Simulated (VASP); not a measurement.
Wanted: the native input for a VASP 6.6.1 run.

```yaml
Task: single point
Functional: PBE
Potentials_or_basis: VASP PAW PBE potentials, release 64 (Hf_pv, O)
Cutoff: 520 eV
k_mesh: 6 × 6 × 6
Occupations: gaussian, width 0.05 eV
Spin: no spin polarisation
Dipole_correction: no
Further_INCAR_settings: ALGO = Normal; EDIFF = 1e-07; NBANDS = 31
```

The structure of HfO2 lies in POSCAR:

```
HfO2
1.0
    0.0000000000     -2.5489194559     -2.5489194559
    0.0000000000      2.5489194559     -2.5489194559
    5.0978389119      0.0000000000      0.0000000000
Hf O
2 4
Direct
    0.5000000000      0.5000000000      0.5000000000
    0.0000000000      0.0000000000      0.0000000000
    0.0000000000      0.5000000000      0.6980956530
    0.5000000000      0.0000000000      0.3019043470
    0.0000000000      0.5000000000      0.1980956530
    0.5000000000      0.0000000000      0.8019043470
```

This cell differs from its parent crystal: atoms displaced along a vibrational mode.

These files were run (other wordings do the same):

INCAR

```
  PREC = Accurate
  ENCUT = 520
  EDIFF = 1E-7
  ISMEAR = 0
  SIGMA = 0.05
  LREAL = False
  LASPH = True
  NELM = 80
  ALGO = Normal
  ISIF = 2
  LWAVE = False
  LCHARG = True
  GGA = PE
  LELF = True
  LVHAR = True
  NBANDS = 31
```

KPOINTS

```
regular mesh
0
Gamma
  6 6 6
```

Potentials or basis: VASP PAW PBE potentials, release 64 (Hf_pv, O).

Command:

```console
$ cat potpaw_PBE.64/Hf_pv/POTCAR potpaw_PBE.64/O/POTCAR > POTCAR
$ mpirun -np 1 vasp_std > vasp.out
```

Results of the run:

The pressure is 2.6 GPa. The largest force is 0.092 eV/Å and the band gap on the k mesh is 4.40 eV (least direct gap 4.47 eV).

Caveat: the cell differs from its parent crystal (atoms displaced along a vibrational mode); spin-orbit coupling is left out, which moves the levels of the heavy elements.

Run time: 2.7 min on 1 thread of Intel Xeon 8259CL (shared host), peak memory 0.22 GiB.
